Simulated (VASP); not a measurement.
# Zr3O (P6_322) in VASP: notebook

The runs below take Zr3O through single point, with PBEsol.

Program: VASP 6.6.1. These are calculated values, not measurements. Logs are shortened: lines on timing, memory, paths and dates and some standing lists are left out, and cuts for length are marked.

## (1) The cell of the first run

The structure is hexagonal, space group P6_322 (No. 182). Conventional cell: a = 5.711 Å, b = 5.711 Å, c = 4.930 Å, α = 90.00°, β = 90.00°, γ = 120.00°. Zr (site symmetry 2) has 2 O at 2.32 Å and 6 Zr at 3.04 to 3.09 Å within 3.1 Å. O (site symmetry 32) has 6 Zr at 2.32 Å within 3.1 Å.

## (2) Single point, PBEsol

INCAR

```
SYSTEM = Zr3O
PREC     = Accurate       ! precision mode
ENCUT    = 520            ! plane-wave cutoff, eV
EDIFF    = 1E-7           ! SCF threshold, eV
ISMEAR   = 0              ! smearing method
SIGMA    = 0.15           ! smearing width, eV
LREAL    = .FALSE.        ! projectors in reciprocal space
LASPH    = .TRUE.         ! aspherical terms in the spheres
NELM     = 100            ! most SCF steps
ALGO     = Normal         ! electronic algorithm
ISIF     = 2              ! what is computed and relaxed
LWAVE    = .FALSE.        ! write WAVECAR
LCHARG   = .FALSE.        ! write CHGCAR
GGA      = PS             ! functional
NBANDS   = 52             ! bands
```

KPOINTS

```
Automatic mesh
0
G
  9 9 8
  0 0 0
```

POSCAR

```
Zr3O
1.0
    5.7109074789      0.0000000000      0.0000000000
   -2.8554537395      4.9457909554      0.0000000000
    0.0000000000      0.0000000000      4.9296553358
Zr O
6 2
Direct
    0.3126109405      0.0000000000      0.0000000000
    0.3126109405      0.3126109405      0.5000000000
    0.0000000000      0.3126109405      0.0000000000
    0.6873890595      0.0000000000      0.5000000000
    0.6873890595      0.6873890595      0.0000000000
    0.0000000000      0.6873890595      0.5000000000
    0.3333333333      0.6666666667      0.2500000000
    0.6666666667      0.3333333333      0.7500000000
```

Potentials or basis: VASP PAW PBE potentials, release 64 (Zr_sv, O).

Command:

```console
cat potpaw_PBE.64/Zr_sv/POTCAR potpaw_PBE.64/O/POTCAR > POTCAR
mpirun -np 1 vasp_std > vasp.out
```

OUTCAR:

```text
SYSTEM = Zr3O
   PREC = Accurate
   ENCUT = 520
   EDIFF = 1E-7
   ISMEAR = 0
   LREAL = .FALSE.
   LASPH = .TRUE.
   NELM = 100
   ISIF = 2
   GGA = PS

 ion  position               nearest neighbor table
   1  0.313  0.000  0.000-   7 2.32   8 2.32   6 3.04   6 3.04   2 3.04   2 3.04   5 3.09   3 3.09
                             4 3.26   4 3.26   3 3.40   5 3.40   3 3.40   5 3.40
   2  0.313  0.313  0.500-   8 2.32   7 2.32   3 3.04   3 3.04   1 3.04   1 3.04   4 3.09   6 3.09
                             5 3.26   5 3.26   6 3.40   4 3.40   4 3.40   6 3.40
   3  0.000  0.313  0.000-   8 2.32   7 2.32   4 3.04   4 3.04   2 3.04   2 3.04   5 3.09   1 3.09
                             6 3.26   6 3.26   5 3.40   1 3.40   1 3.40   5 3.40
   4  0.687  0.000  0.500-   8 2.32   7 2.32   3 3.04   3 3.04   5 3.04   5 3.04   2 3.09   6 3.09
                             1 3.26   1 3.26   6 3.40   2 3.40   6 3.40   2 3.40
   5  0.687  0.687  0.000-   7 2.32   8 2.32   6 3.04   6 3.04   4 3.04   4 3.04   1 3.09   3 3.09
                             2 3.26   2 3.26   3 3.40   1 3.40   1 3.40   3 3.40
   6  0.000  0.687  0.500-   7 2.32   8 2.32   1 3.04   1 3.04   5 3.04   5 3.04   2 3.09   4 3.09
                             3 3.26   3 3.26   2 3.40   4 3.40   4 3.40   2 3.40
   7  0.333  0.667  0.250-   6 2.32   1 2.32   4 2.32   3 2.32   5 2.32   2 2.32
   8  0.667  0.333  0.750-   3 2.32   4 2.32   1 2.32   6 2.32   2 2.32   5 2.32

  LATTYP: Found a hexagonal cell.
 ALAT       =     5.7109074789
 C/A-ratio  =     0.8632000000

  Lattice vectors:

 A1 = (   5.7109074789,   0.0000000000,   0.0000000000)
 A2 = (  -2.8554537395,   4.9457909554,   0.0000000000)
 A3 = (   0.0000000000,   0.0000000000,   4.9296553358)

Analysis of symmetry for initial positions (statically):
=====================================================================
 Subroutine PRICEL returns:
 Original cell was already a primitive cell.

 Routine SETGRP: Setting up the symmetry group for a
 hexagonal supercell.

 Subroutine GETGRP returns: Found 12 space group operations
 (whereof  6 operations were pure point group operations)
 out of a pool of 24 trial point group operations.

The static configuration has the point symmetry D_3 .
 The point group associated with its full space group is D_6 .

Analysis of symmetry for dynamics (positions and initial velocities):
=====================================================================
 Subroutine PRICEL returns:
 Original cell was already a primitive cell.

 Routine SETGRP: Setting up the symmetry group for a
 hexagonal supercell.

 Subroutine GETGRP returns: Found 12 space group operations
 (whereof  6 operations were pure point group operations)
 out of a pool of 24 trial point group operations.

The dynamic configuration has the point symmetry D_3 .
 The point group associated with its full space group is D_6 .

 Subroutine INISYM returns: Found 12 space group operations
 (whereof  6 operations are pure point group operations),
 and found     1 'primitive' translations

----------------------------------------------------------------------------------------

                                     Primitive cell

  volume of cell :     139.2379

  direct lattice vectors                    reciprocal lattice vectors
     5.710907479  0.000000000  0.000000000     0.175103520  0.101096064  0.000000000
    -2.855453740  4.945790955  0.000000000     0.000000000  0.202192128  0.000000000
     0.000000000  0.000000000  4.929655336     0.000000000  0.000000000  0.202853938

  length of vectors
     5.710907479  5.710907479  4.929655336     0.202192128  0.202192128  0.202853938

  position of ions in fractional coordinates (direct lattice)
     0.312610941  0.000000000  0.000000000
     0.312610941  0.312610941  0.500000000
     0.000000000  0.312610941  0.000000000
     0.687389059  0.000000000  0.500000000
     0.687389059  0.687389059  0.000000000
     0.000000000  0.687389059  0.500000000
     0.333333333  0.666666667  0.250000000
     0.666666667  0.333333333  0.750000000

  ion indices of the primitive-cell ions
   primitive index   ion index
                 1           1
                 2           2
                 3           3
                 4           4
                 5           5
                 6           6
                 7           7
                 8           8

----------------------------------------------------------------------------------------

 KPOINTS: Automatic mesh

Automatic generation of k-mesh.
 Grid dimensions read from file:
 generate k-points for:    9    9    8

 Generating k-lattice:

  Cartesian coordinates                     Fractional coordinates (reciprocal lattice)
     0.019455947  0.011232896  0.000000000     0.111111111 -0.000000000  0.000000000
     0.000000000  0.022465792  0.000000000     0.000000000  0.111111111  0.000000000
     0.000000000  0.000000000  0.025356742     0.000000000  0.000000000  0.125000000

  Length of vectors
     0.022465792  0.022465792  0.025356742

  Shift w.r.t. Gamma in fractional coordinates (k-lattice)
     0.000000000  0.000000000  0.000000000

 Subroutine IBZKPT returns following result:
 ===========================================

 Found     60 irreducible k-points:

 Following reciprocal coordinates:
            Coordinates               Weight
  0.000000  0.000000  0.000000      1.000000
  0.111111  0.000000  0.000000      6.000000
  0.222222  0.000000  0.000000      6.000000
  0.333333  0.000000  0.000000      6.000000
  0.444444  0.000000  0.000000      6.000000
  0.111111  0.111111  0.000000      6.000000
[... 16 lines left out ...]
  0.333333  0.222222  0.125000     24.000000
  0.333333  0.333333  0.125000      4.000000
 [... further k-points ...]
   k-points           NKPTS =     60   k-points in BZ     NKDIM =     60   number of bands    NBANDS=     52
   number of dos      NEDOS =    301   number of ions     NIONS =      8
   total plane-waves  NPLWV =  70560
   dimension x,y,z NGX =    42 NGY =   42 NGZ =   40
   dimension x,y,z NGXF=    84 NGYF=   84 NGZF=   80
   ions per type =               6   2
   NGX,Y,Z   is equivalent  to a cutoff of  12.23, 12.23, 13.49 a.u.
   NGXF,Y,Z  is equivalent  to a cutoff of  24.45, 24.45, 26.98 a.u.
 SYSTEM =  Zr3O
   PREC   = accura    normal or accurate (medium, high low for compatibility)
   ISTART =      0    job   : 0-new  1-cont  2-samecut
   ICHARG =      2    charge: 1-file 2-atom 10-const
   ISPIN  =      1    spin polarized calculation?
   LNONCOLLINEAR =      F non collinear calculations
   LSORBIT =      F    spin-orbit coupling
   LASPH  =      T    aspherical Exc in radial PAW
   ENCUT  =  520.0 eV  38.22 Ry    6.18 a.u.  10.62 10.62  9.17*2*pi/ulx,y,z
   NELM   =    100;   NELMIN=  2; NELMDL= -5     # of ELM steps
   EDIFF  = 0.1E-06   stopping-criterion for ELM
   LREAL  =      F    real-space projection
   EDIFFG = 0.1E-05   stopping-criterion for IOM
   NSW    =      0    number of steps for IOM
   IBRION =     -1    ionic relax: 0-MD 1-quasi-New 2-CG
   NFREE  =      0    steps in history (QN), initial steepest desc. (CG)
   ISIF   =      2    stress and relaxation
   ISYM   =      2    0-nonsym 1-usesym 2-fastsym
   POTIM  = 0.5000    time-step for ionic-motion
   TEBEG  =    0.0;   TEEND  =   0.0 temperature during run
   PSTRESS=    0.0 pullay stress
   NELECT =      84.0000    total number of electrons
   NUPDOWN=      -1.0000    fix difference up-down
   EMIN   =  10.00;   EMAX   =-10.00  energy-range for DOS
   EFERMI =   0.00;   METHOD = LEGACY
   ISMEAR =     0;   SIGMA  =   0.15  broadening in eV -4-tet -1-fermi 0-gaus
   EFERMI_NEDOS =   21; number of points for ismear=-14 and -15
   IALGO  =     38    algorithm
   IMIX   =      4    mixing-type and parameters
     AMIX     =   0.40;   BMIX     =  1.00
     AMIX_MAG =   1.60;   BMIX_MAG =  1.00
  volume/ion in A,a.u.               =      17.40       117.45
  Fermi-wavevector in a.u.,A,eV,Ry     =   1.383297  2.614052 26.034894  1.913511
  Thomas-Fermi vector in A             =   2.507908
   LORBIT       =      0    0 simple, 1 ext, 2 COOP (PROOUT), +10 PAW based schemes
   GGA     = PS    functional components
   LHFCALC =     F    Hartree Fock is set to
   AEXX    =    0.0000 exact exchange contribution
   IVDW    =     0    specifies the selected vdW correction
   LEPSILON=     F    determine dielectric tensor
   LRPA    =     F    only Hartree local field effects (RPA)
 non-spin polarized calculation
 Gauss-broadening in eV      SIGMA  =   0.15
  energy-cutoff  :      520.00
  volume of cell :      139.24
 maximum number of plane-waves:      3792
   NGX = 21   NGY = 21   NGZ = 19

 number of electron      84.0000009 magnetization

 Free energy of the ion-electron system (eV)
  ---------------------------------------------------
  ext. energy  EPLUGINS =         0.00000000
  ---------------------------------------------------
  free energy    TOTEN  =       -75.36316862 eV

  energy without entropy =      -75.31863650  energy(sigma->0) =      -75.34090256

 E-fermi :   9.7136     XC(G=0): -11.7821

 val. band max:        9.7102957176   @ k =   0.1111   0.1111   0.5000
 cond. band min:       9.7381914671   @ k =   0.1111   0.0000   0.5000
 fundamental gap:      0.0278957495
 Fermi energy:         9.7135559987

 k-point     1 :       0.0000    0.0000    0.0000
  band No.  band energies     occupation
      1     -38.9970      2.00000
      2     -38.8205      2.00000
      3     -38.8205      2.00000
      4     -38.7788      2.00000
      5     -38.7729      2.00000
      6     -38.7729      2.00000
[... 44 lines left out ...]
     51      11.9486      0.00000
     52      12.2990      0.00000

 k-point     2 :       0.1111    0.0000    0.0000
  band No.  band energies     occupation
      1     -38.9926      2.00000
      2     -38.8267      2.00000
      3     -38.8241      2.00000
      4     -38.7782      2.00000
      5     -38.7713      2.00000
      6     -38.7699      2.00000
[... 1202 lines left out ...]
 k-point    24 :       0.3333    0.3333    0.1250
  band No.  band energies     occupation
      1     -38.9251      2.00000
      2     -38.8691      2.00000
      3     -38.8673      2.00000
      4     -38.7769      2.00000
      5     -38.7637      2.00000
      6     -38.7619      2.00000
[... 44 lines left out ...]
     51      12.7597      0.00000
     52      12.9023      0.00000

 [... further k-points ...]

------------------------ aborting loop because EDIFF is reached ----------------------------------------

  FORCE on cell =-STRESS in cart. coord.  units (eV):
  Direction    XX          YY          ZZ          XY          YZ          ZX
  --------------------------------------------------------------------------------------
  -------------------------------------------------------------------------------------
  Total       -4.2280523     -4.2280523      6.1998181      0.0000000      0.0000000      0.0000000
  in kB      -48.6511931    -48.6511931     71.3398340      0.0000000      0.0000000      0.0000000
  external PRESSURE =      -8.6541841 kB  Pullay stress =       0.0000000 kB

 VOLUME and BASIS-vectors are now :
 -----------------------------------------------------------------------------
  energy-cutoff  :      520.00
  volume of cell :      139.24
      direct lattice vectors                 reciprocal lattice vectors
     5.710907479  0.000000000  0.000000000     0.175103520  0.101096064  0.000000000
    -2.855453740  4.945790955  0.000000000     0.000000000  0.202192128  0.000000000
     0.000000000  0.000000000  4.929655336     0.000000000  0.000000000  0.202853938

 POSITION                                       TOTAL-FORCE (eV/Angst)
 -----------------------------------------------------------------------------------
      1.78529      0.00000      0.00000         2.407975      0.000000      0.000000
      0.89265      1.54611      2.46483         1.203988      2.085368      0.000000
     -0.89265      1.54611      0.00000        -1.203988      2.085368     -0.000000
      3.92562      0.00000      2.46483        -2.407975      0.000000     -0.000000
      1.96281      3.39968      0.00000        -1.203988     -2.085368      0.000000
     -1.96281      3.39968      2.46483         1.203988     -2.085368      0.000000
     -0.00000      3.29719      1.23241        -0.000000      0.000000     -0.000000
      2.85545      1.64860      3.69724        -0.000000      0.000000     -0.000000
 -----------------------------------------------------------------------------------
    total drift:                               -0.000001      0.000000     -0.000000

  FREE ENERGIE OF THE ION-ELECTRON SYSTEM (eV)
  ---------------------------------------------------
  free  energy   TOTEN  =       -75.3631686173 eV

  energy  without entropy=      -75.3186364962  energy(sigma->0) =      -75.34090256
```

Run time: 4.4 min. Hardware: 1 thread of AMD EPYC 9R45 (Zen 5), shared host; peak memory 0.43 GiB.

Results:

* Free energy: -75.3632 eV
* Pressure: -0.9 GPa
* Largest force: 2.408 eV/Å
* Band gap on the k mesh: zero (bands 42 and 43 overlap by 0.74 eV)

Forces in eV/Å, atoms in the order of the input:
```
Zr   2.408  0.000  0.000
Zr   1.204  2.085  0.000
Zr  -1.204  2.085  0.000
Zr  -2.408  0.000  0.000
Zr  -1.204 -2.085  0.000
Zr   1.204 -2.085  0.000
O    0.000  0.000  0.000
O    0.000  0.000  0.000
```

Caveat: the PAW data sets were made with another functional, which shifts forces and pressure a little.

## (3) Single point, PBEsol

INCAR

```
SYSTEM = Zr3O
  PREC = Accurate
  ENCUT = 520
  EDIFF = 1E-7
  ISMEAR = 0
  SIGMA = 0.15
  LREAL = .FALSE.
  LASPH = .TRUE.
  NELM = 100
  ALGO = Normal
  ISIF = 2
  LWAVE = .FALSE.
  LCHARG = .FALSE.
  GGA = PS
  NBANDS = 52
```

KPOINTS is that of step 2.

POSCAR

```
Zr3O
1.0
    5.7109074789      0.0000000000      0.0000000000
   -2.8554537395      4.9457909554      0.0000000000
    0.0000000000      0.0000000000      4.9296553358
Zr O
6 2
Direct
    0.3260414843      0.0000000000      0.0000000000
    0.3260414843      0.3260414843      0.5000000000
    0.0000000000      0.3260414843      0.0000000000
    0.6739585157      0.0000000000      0.5000000000
    0.6739585157      0.6739585157      0.0000000000
    0.0000000000      0.6739585157      0.5000000000
    0.3333333333      0.6666666667      0.2500000000
    0.6666666667      0.3333333333      0.7500000000
```

Potentials or basis: VASP PAW PBE potentials, release 64 (Zr_sv, O).

Command:

```console
cat potpaw_PBE.64/Zr_sv/POTCAR potpaw_PBE.64/O/POTCAR > POTCAR
mpirun -np 1 vasp_std > vasp.out
```

It took 3.8 min on 1 thread of AMD EPYC 9R45 (Zen 5), shared host; peak memory 0.43 GiB.

The run converged. Its results:

```yaml
Free_energy: -76.2020 eV
Pressure: -1.0 GPa
Largest_force: 1.237 eV/Å
Band_gap_on_the_k_mesh: zero (bands 42 and 43 overlap by 0.75 eV)
```

Forces in eV/Å, atoms in the order of the input:
```
Zr   1.237  0.000  0.000
Zr   0.618  1.071  0.000
Zr  -0.618  1.071  0.000
Zr  -1.237  0.000  0.000
Zr  -0.618 -1.071  0.000
Zr   0.618 -1.071  0.000
O    0.000  0.000  0.000
O    0.000  0.000  0.000
```

Stress tensor (GPa, compression positive):
```
-4.90  0.00  0.00
 0.00 -4.90  0.00
 0.00  0.00  6.80
```

Levels at points of the mesh, in eV from the Fermi level:
| k point | band 38 | band 39 | band 40 | band 41 | band 42 | band 43 | band 44 | band 45 | band 46 | band 47 |
| --- | --- | --- | --- | --- | --- | --- | --- | --- | --- | --- |
| (0.00, 0.00, 0.00) | -1.32 | -1.18 | -1.18 | 0.36 | 0.58 | 0.58 | 0.84 | 0.84 | 1.05 | 1.43 |
| (0.00, 0.00, 0.50) | -1.05 | -0.25 | -0.25 | -0.15 | -0.15 | 0.02 | 0.02 | 0.17 | 0.17 | 1.62 |

Caveat: the PAW data sets were made with another functional, which shifts forces and pressure a little.

## (4) Single point, PBEsol

INCAR

```
SYSTEM = Zr3O
PREC = Accurate
ENCUT = 520
EDIFF = 1E-6
ISMEAR = 0
SIGMA = 0.15
LREAL = .FALSE.
LASPH = .TRUE.
NELM = 100
ALGO = Normal
ISIF = 2
LWAVE = .FALSE.
LCHARG = .TRUE.
GGA = PS
LELF = .TRUE.
LVHAR = .TRUE.
NBANDS = 52
```

KPOINTS is that of step 3.

POSCAR

```
Zr3O
1.0
    5.7109074789      0.0000000000      0.0000000000
   -2.8554537395      4.9457909554      0.0000000000
    0.0000000000      0.0000000000      4.9296553358
Zr O
6 2
Direct
    0.3663331157      0.0000000000      0.0000000000
    0.3663331157      0.3663331157      0.5000000000
    0.0000000000      0.3663331157      0.0000000000
    0.6336668843      0.0000000000      0.5000000000
    0.6336668843      0.6336668843      0.0000000000
    0.0000000000      0.6336668843      0.5000000000
    0.3333333333      0.6666666667      0.2500000000
    0.6666666667      0.3333333333      0.7500000000
```

Command:

```console
cat potpaw_PBE.64/Zr_sv/POTCAR potpaw_PBE.64/O/POTCAR > POTCAR
mpirun -np 1 vasp_std > vasp.out
```

Wall time 3.5 min (1 thread of AMD EPYC 9R45 (Zen 5), shared host); peak memory 0.43 GiB.

It converged, with:

* Free energy: -75.7163 eV
* Pressure: 6.6 GPa
* Largest force: 1.612 eV/Å
* Band gap on the k mesh: zero (bands 42 and 43 overlap by 1.01 eV)

Forces on the atoms (eV/Å):
```
Zr  -1.612  0.000  0.000
Zr  -0.806 -1.396  0.000
Zr   0.806 -1.396  0.000
Zr   1.612  0.000  0.000
Zr   0.806  1.396  0.000
Zr  -0.806  1.396  0.000
O    0.000  0.000  0.000
O    0.000  0.000  0.000
```

Stress tensor (GPa, compression positive):
```
 3.18  0.00  0.00
 0.00  3.18  0.00
 0.00  0.00 13.48
```

Levels at points of the mesh, in eV from the Fermi level:
```
           k point  band 39  band 40  band 41  band 42  band 43  band 44  band 45  band 46
(0.00, 0.00, 0.00)    -1.25    -1.25     0.52     0.74     0.74     0.79     0.79     0.86
(0.00, 0.00, 0.50)    -0.70    -0.70    -0.40    -0.40     0.11     0.11     0.26     0.26
```

Caveat: the cell stands under pressure; the PAW data sets were made with another functional, which shifts forces and pressure a little.

## (5) Summary

| cell | gap on the mesh (eV) | pressure (GPa) | largest force (eV/Å) |
| --- | --- | --- | --- |
| as given, atomic positions A | none | -0.9 | 2.41 |
| as given, atomic positions B | none | -1.0 | 1.24 |
| as given, atomic positions C | none | 6.6 | 1.61 |

Alike in all rows: task single point; level PBEsol; potentials or basis VASP PAW PBE potentials, release 64 (Zr_sv, O); no spin polarisation; k mesh 9 × 9 × 8; cutoff (eV) 520; smearing gaussian 0.15 eV.

Caveats: the PAW data sets were made with another functional, which shifts forces and pressure a little; the cell stands under pressure (at least some runs).

Absolute energies hang on the potentials; compare differences alone.
